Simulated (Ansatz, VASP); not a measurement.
**Two plane-wave programs on AlGa3O6**

The input INCAR:

```
ALGO = Normal ; EDIFF = 1E-6
ENCUT = 520 ; GGA = PE
ISIF = 2 ; ISMEAR = 0
ISPIN = 2 ; LASPH = T
LCHARG = F ; LORBIT = 11
LREAL = F ; LWAVE = F
MAGMOM = 0 0 0 0 1 1 1 1 1 1 ; NBANDS = 54
NELM = 150 ; PREC = Accurate
SIGMA = 0.1
```

KPOINTS

```
k-points
0
Gamma
  6 4 2
```

POSCAR

```
AlGa3O6
1.0
    3.4377286600      0.0000000000      0.0000000000
    0.0000000000      4.1912066800      0.0000000000
    0.0000000000      0.0000000000      8.7205791800
Al Ga O
1 3 6
Direct
    0.5227000100      0.4066000000      0.1274000000
    0.5145000200      0.7908999900      0.9348000300
    0.9692999700      0.7198000000      0.2861999900
    0.0218000000      0.5515000200      0.5379999900
    0.5343999900      0.7993000100      0.4099000100
    0.3910999900      0.7243999800      0.0700000000
    0.5174999800      0.2209000000      0.6013000000
    0.0121000000      0.7581999900      0.7507000000
    0.4402000000      0.2133000000      0.9215000300
    0.0078000000      0.1718000000      0.2485000000
```

Input for Ansatz:

```yaml
crystal:
  lattice:
    - [3.43772866, 0.0, 0.0]
    - [0.0, 4.19120668, 0.0]
    - [0.0, 0.0, 8.72057918]
  atoms:
    - { symbol: Al, position: [0.52270001, 0.4066, 0.1274] }
    - { symbol: Ga, position: [0.51450002, 0.79089999, 0.93480003] }
    - { symbol: Ga, position: [0.96929997, 0.7198, 0.28619999] }
    - { symbol: Ga, position: [0.0218, 0.55150002, 0.53799999] }
    - { symbol: O, position: [0.53439999, 0.79930001, 0.40990001], spin: 1.0 }
    - { symbol: O, position: [0.39109999, 0.72439998, 0.07], spin: 1.0 }
    - { symbol: O, position: [0.51749998, 0.2209, 0.6013], spin: 1.0 }
    - { symbol: O, position: [0.0121, 0.75819999, 0.7507], spin: 1.0 }
    - { symbol: O, position: [0.4402, 0.2133, 0.92150003], spin: 1.0 }
    - { symbol: O, position: [0.0078, 0.1718, 0.2485], spin: 1.0 }
basis:
  ecutwfc: 420
kpoints:
  mp_grid: { grid: [6, 4, 2] }
hamiltonian:
  xc: pbe
scf:
  occupations: { method: gaussian, width: 0.1 }
  lower_state_search: "off"
output:
  forces: true
  stress: true
  eigenvalues: true
  populations: true
magnetization:
  spin_polarized: true
```

Alike in both runs: task single point; functional PBE; k mesh 6 × 4 × 2; occupations gaussian, width 0.1 eV; collinear spin.

```csv
,VASP,Ansatz
version,VASP 6.6.1,Ansatz 0.2.0
potentials or method,"VASP PAW PBE potentials, release 64 (Al, Ga_d, O), cutoff 520 eV","scalar-relativistic, plane waves, PAW"
valence electrons in the cell,78,78
```

|  | VASP | Ansatz | Ansatz less VASP |
| --- | --- | --- | --- |
| gap on the k mesh at the Fermi level (eV) | none | none | - |
| rms of the force components (eV/Å) | 12.970 | 13.742 | +0.7713 |
| net moment per atom (μB) | 0.11 | 0.11 | 0.000 |
| size of the moment on the site where the two differ most (μB) | 0.65 | 0.73 | +0.084 |

Site moments also hang on the region over which each program counts them. Atom by atom the forces differ by 0.816 eV/Å (rms over components). A gap of «none» marks a metal or a gap that the smearing closes. With one functional, cell and mesh, what is left measures potentials, basis and numerics.

The k mesh is coarse, so the values compare programs but aren't converged.
